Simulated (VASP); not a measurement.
# Co (P6_3/mmc) in VASP: notebook

The runs below take Co through single point, with revPBE.

All numbers are computed with VASP 6.6.1; they aren't measurements. Logs are shortened: lines on timing, memory, paths and dates and some standing lists are left out, and cuts for length are marked.

### 1 The cell of the first run

It takes space group P6_3/mmc (No. 194, hexagonal). The conventional cell has a = 2.545 Å, b = 2.545 Å, c = 4.110 Å, α = 90.00°, β = 90.00°, γ = 120.00°. Within 3.3 Å of Co (site symmetry -6m2) lie 12 Co at 2.53 to 2.55 Å.

### 2 Single point, revPBE, collinear spin, ferromagnetic start (11.53 Å³/atom)

File INCAR:

```
SYSTEM = Co
PREC = Accurate
ENCUT = 520
EDIFF = 1E-6
ISMEAR = -1
SIGMA = 0.05
LREAL = .FALSE.
LASPH = .TRUE.
NELM = 150
ALGO = Normal
ISIF = 2
LWAVE = .FALSE.
LCHARG = .FALSE.
ISPIN = 2
MAGMOM = 1.714 1.714
LORBIT = 11
LMAXMIX = 4
GGA = RE
NBANDS = 20
```

File KPOINTS:

```
Automatic mesh
0
G
  23 23 13
  0 0 0
```

File POSCAR:

```
Co
1.0
    2.5453095593      0.0000000000      0.0000000000
   -1.2726547796      2.2043027389      0.0000000000
    0.0000000000      0.0000000000      4.1095304719
Co
2
Direct
    0.3333333333      0.6666666667      0.2500000000
    0.6666666667      0.3333333333      0.7500000000
```

Potentials or basis: VASP PAW PBE potentials, release 64 (Co).

Launch:

```
$ cat potpaw_PBE.64/Co/POTCAR > POTCAR
$ mpirun -np 1 vasp_std > vasp.out
```

OUTCAR:

```text
SYSTEM = Co
   PREC = Accurate
   ENCUT = 520
   EDIFF = 1E-6
   ISMEAR = -1
   LREAL = .FALSE.
   LASPH = .TRUE.
   NELM = 150
   ISIF = 2
   ISPIN = 2
   LORBIT = 11
   GGA = RE

 ion  position               nearest neighbor table
   1  0.333  0.667  0.250-   2 2.53   2 2.53   2 2.53   2 2.53   2 2.53   2 2.53
   2  0.667  0.333  0.750-   1 2.53   1 2.53   1 2.53   1 2.53   1 2.53   1 2.53

  LATTYP: Found a hexagonal cell.
 ALAT       =     2.5453095593
 C/A-ratio  =     1.6145503626

  Lattice vectors:

 A1 = (   2.5453095593,   0.0000000000,   0.0000000000)
 A2 = (  -1.2726547796,   2.2043027389,   0.0000000000)
 A3 = (   0.0000000000,   0.0000000000,   4.1095304719)

Analysis of symmetry for initial positions (statically):
=====================================================================
 Subroutine PRICEL returns:
 Original cell was already a primitive cell.

 Routine SETGRP: Setting up the symmetry group for a
 hexagonal supercell.

 Subroutine GETGRP returns: Found 24 space group operations
 (whereof 12 operations were pure point group operations)
 out of a pool of 24 trial point group operations.

The static configuration has the point symmetry D_3d.
 The point group associated with its full space group is D_6h.

Analysis of symmetry for dynamics (positions and initial velocities):
=====================================================================
 Subroutine PRICEL returns:
 Original cell was already a primitive cell.

 Routine SETGRP: Setting up the symmetry group for a
 hexagonal supercell.

 Subroutine GETGRP returns: Found 24 space group operations
 (whereof 12 operations were pure point group operations)
 out of a pool of 24 trial point group operations.

The dynamic configuration has the point symmetry D_3d.
 The point group associated with its full space group is D_6h.

Analysis of structural, dynamic, and magnetic symmetry:
=====================================================================
 Subroutine PRICEL returns:
 Original cell was already a primitive cell.

 Routine SETGRP: Setting up the symmetry group for a
 hexagonal supercell.

 Subroutine GETGRP returns: Found 24 space group operations
 (whereof 12 operations were pure point group operations)
 out of a pool of 24 trial point group operations.

The overall configuration has the point symmetry D_3d.
 The point group associated with its full space group is D_6h.

 Subroutine INISYM returns: Found 24 space group operations
 (whereof 12 operations are pure point group operations),
 and found     1 'primitive' translations

----------------------------------------------------------------------------------------

                                     Primitive cell

  volume of cell :      23.0571

  direct lattice vectors                    reciprocal lattice vectors
     2.545309559  0.000000000  0.000000000     0.392879521  0.226829097  0.000000000
    -1.272654780  2.204302739  0.000000000     0.000000000  0.453658194  0.000000000
     0.000000000  0.000000000  4.109530472     0.000000000  0.000000000  0.243336801

  length of vectors
     2.545309559  2.545309559  4.109530472     0.453658194  0.453658194  0.243336801

  position of ions in fractional coordinates (direct lattice)
     0.333333333  0.666666667  0.250000000
     0.666666667  0.333333333  0.750000000

  ion indices of the primitive-cell ions
   primitive index   ion index
                 1           1
                 2           2

----------------------------------------------------------------------------------------

 KPOINTS: Automatic mesh

Automatic generation of k-mesh.
 Grid dimensions read from file:
 generate k-points for:   23   23   13

 Generating k-lattice:

  Cartesian coordinates                     Fractional coordinates (reciprocal lattice)
     0.017081718  0.009862135  0.000000000     0.043478261  0.000000000  0.000000000
     0.000000000  0.019724269  0.000000000     0.000000000  0.043478261  0.000000000
     0.000000000  0.000000000  0.018718215     0.000000000  0.000000000  0.076923077

  Length of vectors
     0.019724269  0.019724269  0.018718215

  Shift w.r.t. Gamma in fractional coordinates (k-lattice)
     0.000000000  0.000000000  0.000000000

 Subroutine IBZKPT returns following result:
 ===========================================

 Found    392 irreducible k-points:

 Following reciprocal coordinates:
            Coordinates               Weight
  0.000000  0.000000  0.000000      1.000000
  0.043478  0.000000  0.000000      6.000000
  0.086957  0.000000  0.000000      6.000000
  0.130435  0.000000  0.000000      6.000000
  0.173913  0.000000  0.000000      6.000000
  0.217391  0.000000  0.000000      6.000000
[... 16 lines left out ...]
  0.478261  0.043478  0.000000      6.000000
  0.086957  0.086957  0.000000      6.000000
 [... further k-points ...]
   k-points           NKPTS =    392   k-points in BZ     NKDIM =    392   number of bands    NBANDS=     20
   number of dos      NEDOS =    301   number of ions     NIONS =      2
   total plane-waves  NPLWV =  12800
   dimension x,y,z NGX =    20 NGY =   20 NGZ =   32
   dimension x,y,z NGXF=    40 NGYF=   40 NGZF=   64
   ions per type =               2
   NGX,Y,Z   is equivalent  to a cutoff of  13.06, 13.06, 12.95 a.u.
   NGXF,Y,Z  is equivalent  to a cutoff of  26.13, 26.13, 25.89 a.u.
 SYSTEM =  Co
   PREC   = accura    normal or accurate (medium, high low for compatibility)
   ISTART =      0    job   : 0-new  1-cont  2-samecut
   ICHARG =      2    charge: 1-file 2-atom 10-const
   ISPIN  =      2    spin polarized calculation?
   LNONCOLLINEAR =      F non collinear calculations
   LSORBIT =      F    spin-orbit coupling
   LASPH  =      T    aspherical Exc in radial PAW
   ENCUT  =  520.0 eV  38.22 Ry    6.18 a.u.   4.73  4.73  7.64*2*pi/ulx,y,z
   NELM   =    150;   NELMIN=  2; NELMDL= -5     # of ELM steps
   EDIFF  = 0.1E-05   stopping-criterion for ELM
   LREAL  =      F    real-space projection
   EDIFFG = 0.1E-04   stopping-criterion for IOM
   NSW    =      0    number of steps for IOM
   IBRION =     -1    ionic relax: 0-MD 1-quasi-New 2-CG
   NFREE  =      0    steps in history (QN), initial steepest desc. (CG)
   ISIF   =      2    stress and relaxation
   ISYM   =      2    0-nonsym 1-usesym 2-fastsym
   POTIM  = 0.5000    time-step for ionic-motion
   TEBEG  =    0.0;   TEEND  =   0.0 temperature during run
   PSTRESS=    0.0 pullay stress
   NELECT =      18.0000    total number of electrons
   NUPDOWN=      -1.0000    fix difference up-down
   EMIN   =  10.00;   EMAX   =-10.00  energy-range for DOS
   EFERMI =   0.00;   METHOD = LEGACY
   ISMEAR =    -1;   SIGMA  =   0.05  broadening in eV -4-tet -1-fermi 0-gaus
   EFERMI_NEDOS =   21; number of points for ismear=-14 and -15
   IALGO  =     38    algorithm
   IMIX   =      4    mixing-type and parameters
     AMIX     =   0.40;   BMIX     =  1.00
     AMIX_MAG =   1.60;   BMIX_MAG =  1.00
  volume/ion in A,a.u.               =      11.53        77.80
  Fermi-wavevector in a.u.,A,eV,Ry     =   1.507409  2.848589 30.916255  2.272281
  Thomas-Fermi vector in A             =   2.617998
   LORBIT       =     11    0 simple, 1 ext, 2 COOP (PROOUT), +10 PAW based schemes
   GGA     = RE    functional components
   LHFCALC =     F    Hartree Fock is set to
   AEXX    =    0.0000 exact exchange contribution
   IVDW    =     0    specifies the selected vdW correction
   LEPSILON=     F    determine dielectric tensor
   LRPA    =     F    only Hartree local field effects (RPA)
 spin polarized calculation
  energy-cutoff  :      520.00
  volume of cell :       23.06
 maximum number of plane-waves:       646
 NGX is ok and might be reduce to    20
   NGX =  9   NGY =  9   NGZ = 15

 number of electron      18.0000008 magnetization       3.3072256

 Free energy of the ion-electron system (eV)
  ---------------------------------------------------
  ext. energy  EPLUGINS =         0.00000000
  ---------------------------------------------------
  free energy    TOTEN  =       -13.23111177 eV

  energy without entropy =      -13.21464568  energy(sigma->0) =      -13.22287873

 E-fermi :   9.5315     XC(G=0): -12.9681

 val. band max:        9.5302939546   @ k =   0.1739   0.0870   0.0000
 cond. band min:       9.5321237049   @ k =   0.3043   0.1304   0.4615
 fundamental gap:      0.0018297503
 Fermi energy:         9.5315371799

 spin component 1

 k-point     1 :       0.0000    0.0000    0.0000
  band No.  band energies     occupation
      1       0.9963      1.00000
      2       4.6648      1.00000
      3       6.9720      1.00000
      4       6.9825      1.00000
      5       6.9825      1.00000
      6       7.2630      1.00000
[... 12 lines left out ...]
     19      34.3644      0.00000
     20      34.3667      0.00000

 k-point     2 :       0.0435    0.0000    0.0000
  band No.  band energies     occupation
      1       1.0597      1.00000
      2       4.7024      1.00000
      3       6.8777      1.00000
      4       7.0106      1.00000
      5       7.0693      1.00000
      6       7.2492      1.00000
[... 12 lines left out ...]
     19      35.2942      0.00000
     20      35.7338      0.00000

 k-point     3 :       0.0870    0.0000    0.0000
  band No.  band energies     occupation
      1       1.2486      1.00000
      2       4.8106      1.00000
      3       6.7637      1.00000
      4       7.0938      1.00000
      5       7.1525      1.00000
      6       7.2230      1.00000
[... 12 lines left out ...]
     19      35.8857      0.00000
     20      36.7386      0.00000

 k-point     4 :       0.1304    0.0000    0.0000
  band No.  band energies     occupation
      1       1.5576      1.00000
      2       4.9738      1.00000
      3       6.6365      1.00000
      4       7.1270      1.00000
      5       7.1366      1.00000
      6       7.2278      1.00000
[... 429 lines left out ...]
 k-point    23 :       0.4783    0.0435    0.0000
  band No.  band energies     occupation
      1       5.0516      1.00000
      2       5.0569      1.00000
      3       5.3088      1.00000
      4       6.8207      1.00000
      5       7.0481      1.00000
      6       7.0549      1.00000
[... 12 lines left out ...]
     19      31.0192      0.00000
     20      32.9259      0.00000

 k-point    24 :       0.0870    0.0870    0.0000
  band No.  band energies     occupation
      1       1.7400      1.00000
      2       5.0661      1.00000
      3       6.5601      1.00000
      4       6.9937      1.00000
      5       7.1211      1.00000
      6       7.3039      1.00000
[... 12 lines left out ...]
     19      33.8585      0.00000
     20      36.7662      0.00000

 [... further k-points ...]

 spin component 2

 k-point     1 :       0.0000    0.0000    0.0000
  band No.  band energies     occupation
      1       0.9318      1.00000
      2       5.6353      1.00000
      3       8.6770      1.00000
      4       8.6973      1.00000
      5       8.6973      1.00000
      6       9.0330      0.99995
[... 12 lines left out ...]
     19      34.6007      0.00000
     20      34.6007      0.00000

 k-point     2 :       0.0435    0.0000    0.0000
  band No.  band energies     occupation
      1       0.9954      1.00000
      2       5.6789      1.00000
      3       8.5676      1.00000
      4       8.7287      1.00000
      5       8.7942      1.00000
      6       9.0142      0.99997
[... 12 lines left out ...]
     19      35.5447      0.00000
     20      35.9034      0.00000

 k-point     3 :       0.0870    0.0000    0.0000
  band No.  band energies     occupation
      1       1.1849      1.00000
      2       5.8053      1.00000
      3       8.4262      1.00000
      4       8.7291      1.00000
      5       8.8215      1.00000
      6       8.8885      1.00000
[... 12 lines left out ...]
     19      35.6838      0.00000
     20      36.9784      0.00000

 k-point     4 :       0.1304    0.0000    0.0000
  band No.  band energies     occupation
      1       1.4962      1.00000
      2       6.0001      1.00000
      3       8.2618      1.00000
      4       8.3036      1.00000
      5       8.8510      1.00000
      6       8.9715      0.99999
[... 429 lines left out ...]
 k-point    23 :       0.4783    0.0435    0.0000
  band No.  band energies     occupation
      1       5.9303      1.00000
      2       6.3113      1.00000
      3       6.5943      1.00000
      4       7.7403      1.00000
      5       8.5360      1.00000
      6       8.6165      1.00000
[... 12 lines left out ...]
     19      31.3959      0.00000
     20      33.1886      0.00000

 k-point    24 :       0.0870    0.0870    0.0000
  band No.  band energies     occupation
      1       1.6804      1.00000
      2       6.1105      1.00000
      3       8.1275      1.00000
      4       8.1680      1.00000
      5       8.8347      1.00000
      6       9.0591      0.99992
[... 12 lines left out ...]
     19      33.8363      0.00000
     20      36.8595      0.00000

 [... further k-points ...]
[... 5 lines left out ...]
  --------------------------------------------------------------------------------------
  -------------------------------------------------------------------------------------
  Total       -1.1022150     -1.1022150     -1.0646062     -0.0000000     -0.0000000     -0.0000000
  in kB      -76.5901355    -76.5901355    -73.9767963     -0.0000000     -0.0000000     -0.0000000
  external PRESSURE =     -75.7190224 kB  Pullay stress =       0.0000000 kB

 VOLUME and BASIS-vectors are now :
 -----------------------------------------------------------------------------
  energy-cutoff  :      520.00
  volume of cell :       23.06
      direct lattice vectors                 reciprocal lattice vectors
     2.545309559  0.000000000  0.000000000     0.392879521  0.226829097  0.000000000
    -1.272654780  2.204302739  0.000000000     0.000000000  0.453658194  0.000000000
     0.000000000  0.000000000  4.109530472     0.000000000  0.000000000  0.243336801

 POSITION                                       TOTAL-FORCE (eV/Angst)
 -----------------------------------------------------------------------------------
     -0.00000      1.46954      1.02738        -0.000000     -0.000000      0.000000
      1.27265      0.73477      3.08215         0.000000      0.000000      0.000000
 -----------------------------------------------------------------------------------
    total drift:                                0.000000     -0.000000     -0.000000

  FREE ENERGIE OF THE ION-ELECTRON SYSTEM (eV)
  ---------------------------------------------------
  free  energy   TOTEN  =       -13.2311117707 eV

  energy  without entropy=      -13.2146456836  energy(sigma->0) =      -13.22287873

 total charge

# of ion       s       p       d       tot
------------------------------------------
    1        0.466   0.472   7.224   8.162
    2        0.466   0.472   7.224   8.162
--------------------------------------------------
tot          0.931   0.944  14.448  16.323

 magnetization (x)

# of ion       s       p       d       tot
------------------------------------------
    1       -0.015  -0.057   1.762   1.690
    2       -0.015  -0.057   1.762   1.690
--------------------------------------------------
tot         -0.030  -0.114   3.525   3.380
```

It took 2.5 min on 1 thread of Intel Xeon 6975P-C (Granite Rapids), shared host; peak memory 0.34 GiB.

What came out:

| Item | Value |
| --- | --- |
| Free energy | -13.2311 eV |
| Pressure | -7.6 GPa |
| Net moment | 3.31 μB per cell |
| Site moments | Co +1.69 μB |
| Valence electrons inside the program's atomic spheres | Co 8.16 |

Caveat: the cell stands under tension; the PAW data sets were made with another functional, which shifts forces and pressure a little.

### 3 Single point, revPBE, collinear spin, ferromagnetic start (11.97 Å³/atom)

This run uses another cell than the first one, of 11.97 Å³/atom.

File INCAR:

```
SYSTEM = Co
PREC = Accurate
ENCUT = 520
EDIFF = 1E-7
ISMEAR = -1
SIGMA = 0.05
LREAL = .False.
LASPH = .True.
NELM = 150
ALGO = Normal
ISIF = 2
LWAVE = .False.
LCHARG = .False.
ISPIN = 2
MAGMOM = 1.714 1.714
LORBIT = 11
LMAXMIX = 4
GGA = RE
NBANDS = 20
```

File KPOINTS:

```
Automatic mesh
0
Gamma
  23 23 13
  0 0 0
```

File POSCAR:

```
Co
1.0
    2.5775320883      0.0000000000      0.0000000000
   -1.2887660441      2.2322082676      0.0000000000
    0.0000000000      0.0000000000      4.1615553678
Co
2
Direct
    0.3333333333      0.6666666667      0.2500000000
    0.6666666667      0.3333333333      0.7500000000
```

Potentials or basis: VASP PAW PBE potentials, release 64 (Co).

Launch:

```
$ cat potpaw_PBE.64/Co/POTCAR > POTCAR
$ mpirun -np 1 vasp_std > vasp.out
```

OUTCAR:

```text
SYSTEM = Co
   PREC = Accurate
   ENCUT = 520
   EDIFF = 1E-7
   ISMEAR = -1
   LREAL = .False.
   LASPH = .True.
   NELM = 150
   ISIF = 2
   ISPIN = 2
   LORBIT = 11
   GGA = RE

 ion  position               nearest neighbor table
   1  0.333  0.667  0.250-   2 2.56   2 2.56   2 2.56   2 2.56   2 2.56   2 2.56
   2  0.667  0.333  0.750-   1 2.56   1 2.56   1 2.56   1 2.56   1 2.56   1 2.56

  LATTYP: Found a hexagonal cell.
 ALAT       =     2.5775320883
 C/A-ratio  =     1.6145503626

  Lattice vectors:

 A1 = (   2.5775320883,   0.0000000000,   0.0000000000)
 A2 = (  -1.2887660441,   2.2322082676,   0.0000000000)
[... 1321 lines left out ...]

 VOLUME and BASIS-vectors are now :
 -----------------------------------------------------------------------------
  energy-cutoff  :      520.00
  volume of cell :       23.94
      direct lattice vectors                 reciprocal lattice vectors
     2.577532088  0.000000000  0.000000000     0.387968012  0.223993436  0.000000000
    -1.288766044  2.232208268  0.000000000     0.000000000  0.447986872  0.000000000
     0.000000000  0.000000000  4.161555368     0.000000000  0.000000000  0.240294772

 POSITION                                       TOTAL-FORCE (eV/Angst)
 -----------------------------------------------------------------------------------
     -0.00000      1.48814      1.04039         0.000000     -0.000000      0.000000
      1.28877      0.74407      3.12117        -0.000000      0.000000      0.000000
 -----------------------------------------------------------------------------------
    total drift:                               -0.000000      0.000000     -0.000000

  FREE ENERGIE OF THE ION-ELECTRON SYSTEM (eV)
  ---------------------------------------------------
  free  energy   TOTEN  =       -13.1741864936 eV

  energy  without entropy=      -13.1571993437  energy(sigma->0) =      -13.16569292

 total charge

# of ion       s       p       d       tot
------------------------------------------
    1        0.452   0.443   7.203   8.098
    2        0.452   0.443   7.203   8.098
--------------------------------------------------
tot          0.903   0.887  14.406  16.197

 magnetization (x)

# of ion       s       p       d       tot
------------------------------------------
    1       -0.014  -0.056   1.798   1.729
    2       -0.014  -0.056   1.798   1.729
--------------------------------------------------
tot         -0.029  -0.111   3.597   3.457
```

stdout:

```text
POSCAR found type information on POSCAR Co
 POSCAR found :  1 types and       2 ions
 scaLAPACK will be used
 -----------------------------------------------------------------------------
|                                                                             |
|                                                                             |
|     You enforced a specific xc type in the INCAR file but a different       |
|     I HOPE YOU KNOW WHAT YOU ARE DOING!                                     |
|                                                                             |
 -----------------------------------------------------------------------------

 LDA part: xc-table for (Slater+PW92), standard interpolation
 POSCAR, INCAR and KPOINTS ok, starting setup
 FFT: planning ... GRIDC
 FFT: planning ... GRID_SOFT
 FFT: planning ... GRID
 WAVECAR not read
 entering main loop
```

Wall time 2.9 min (1 thread of Intel Xeon 6975P-C (Granite Rapids), shared host); peak memory 0.35 GiB.

Results:

```
Free energy                                           : -13.1742 eV
Pressure                                              : -12.9 GPa
Net moment                                            : 3.37 μB per cell
Site moments                                          : Co +1.73 μB
Valence electrons inside the program's atomic spheres : Co 8.10
```

Caveat: the cell stands under tension; the PAW data sets were made with another functional, which shifts forces and pressure a little.

[end of part 1 of 3]
